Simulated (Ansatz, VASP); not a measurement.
One calculation of Pd, two programs

```xyz
1
Lattice="0.0000 1.9203 1.9203 1.9203 0.0000 1.9203 1.9203 1.9203 0.0000" Properties=species:S:1:pos:R:3 pbc="T T T"
Pd    0.0000    0.0000    0.0000
```

Alike in both runs: task single point; functional LDA; k mesh 14 × 14 × 14; occupations methfessel-paxton of order 1, width 0.6 eV; collinear spin.

|  | VASP | Ansatz |
| --- | --- | --- |
| version | VASP 6.6.1 | Ansatz 0.2.0 |
| potentials or method | VASP PAW LDA potentials, release 64 (Pd), cutoff 520 eV | plane waves (420 eV) with PAW, scalar-relativistic |
| valence electrons in the cell | 10 | 18 |

|  | VASP | Ansatz | Ansatz less VASP |
| --- | --- | --- | --- |
| pressure (GPa) | 0.4 | 0.1 | -0.26 |
| net moment per atom (μB) | 0.00 | 0.00 | 0.000 |

Ansatz warns that its potentials were made for another functional, while VASP's fit it. LDA's correlation is that of Perdew and Zunger in VASP and of Perdew and Wang (1992) in Ansatz. VASP's potentials hold 10 valence electrons a cell and Ansatz's 18, so a difference there can come from the potentials and not from the codes. Ansatz's warnings: seeded moment not kept, stability check not made.
